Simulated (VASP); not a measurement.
Crystal: Tc.

```
CELL_PARAMETERS angstrom
2.75750 0.00000 0.00000
-1.37875 2.38806 0.00000
0.00000 0.00000 8.82776
ATOMIC_POSITIONS crystal
Tc 0.66667 0.33333 0.75000
Tc 0.00000 0.00000 0.50000
Tc 0.33333 0.66667 0.25000
Tc 0.00000 0.00000 0.00000
```

Base run:

* Program: VASP 6.6.1
* Functional: PBEsol
* Potentials or basis: VASP PAW PBE potentials, release 64 (Tc_pv)
* Cutoff: 520 eV
* k mesh: 11 × 11 × 3
* Occupations: fermi-dirac, width 0.05 eV
* Spin: no spin polarisation

Its results: band gap on the k mesh zero (bands 26 and 27 overlap by 2.80 eV); pressure -11.7 GPa.

Task: The run is repeated on the same cell with these changes: functional from PBEsol to PBE. What comes out?

Result: Band gap on the k mesh zero (bands 26 and 27 overlap by 2.83 eV); pressure -2.4 GPa.

PBE binds less tightly than PBEsol, so the same cell stands under more pressure.

Caveats: the cell stands under tension (at least some runs); the PAW data sets were made with another functional, which shifts forces and pressure a little (at least some runs).
